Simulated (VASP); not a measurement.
Set up this calculation in VASP 6.6.1, as the native input.

- Task: single point
- Functional: r2SCAN
- Potentials or basis: VASP PAW PBE potentials, release 64 (Ba_sv, Te)
- Cutoff: 520 eV
- k mesh: 4 × 4 × 4
- Occupations: gaussian, width 0.01 eV
- Spin: no spin polarisation
- Dipole correction: no
- Further INCAR settings: ALGO = Normal; EDIFF = 1e-06; NBANDS = 15

BaTe:

```xyz
2
Lattice="4.2448 0.0000 0.0000 0.0000 4.2448 0.0000 0.0000 0.0000 4.2448" Properties=species:S:1:pos:R:3 pbc="T T T"
Ba    0.0000    0.0000    0.0000
Te    2.1224    2.1224    2.1224
```

One way to write it, as run:

POSCAR

```
BaTe
1.0
    4.2448181594      0.0000000000      0.0000000000
    0.0000000000      4.2448181594      0.0000000000
    0.0000000000      0.0000000000      4.2448181594
Ba Te
1 1
Direct
    0.0000000000      0.0000000000      0.0000000000
    0.5000000000      0.5000000000      0.5000000000
```

INCAR.step1

```
  ALGO = Normal
  EDIFF = 1E-4
  ENCUT = 520
  GGA = PE
  ISMEAR = 0
  LASPH = True
  LCHARG = False
  LREAL = False
  LWAVE = True
  NBANDS = 15
  NELM = 60
  PREC = Accurate
  SIGMA = 0.01
```

INCAR.step2

```
  ALGO = Normal
  EDIFF = 1E-6
  ENCUT = 520
  ISIF = 2
  ISMEAR = 0
  ISTART = 1
  LASPH = True
  LCHARG = True
  LELF = True
  LMIXTAU = True
  LREAL = False
  LVHAR = True
  LWAVE = False
  METAGGA = R2SCAN
  NBANDS = 15
  NELM = 60
  PREC = Accurate
  SIGMA = 0.01
```

KPOINTS

```
k-points
0
Gamma
  4 4 4
```

Potentials or basis: VASP PAW PBE potentials, release 64 (Ba_sv, Te).

Command:

```bash
$ cat potpaw_PBE.64/Ba_sv/POTCAR potpaw_PBE.64/Te/POTCAR > POTCAR
$ cp INCAR.step1 INCAR
$ mpirun -np 1 vasp_std > vasp.out
$ cp INCAR.step2 INCAR
$ mpirun -np 1 vasp_std > vasp.out
```

It gave:

```
Pressure               : 0.6 GPa
Band gap on the k mesh : 1.09 eV (least direct gap 1.37 eV)
```

Caveat: the PAW data sets were made with another functional, which shifts forces and pressure a little; spin-orbit coupling is left out, which moves the levels of the heavy elements.

Run time: 39 s on 1 thread of Intel(R) Xeon(R) Platinum 8259CL CPU @ 2.50GHz (Skylake/Cascade Lake), with other jobs on the host, peak memory 0.19 GiB.
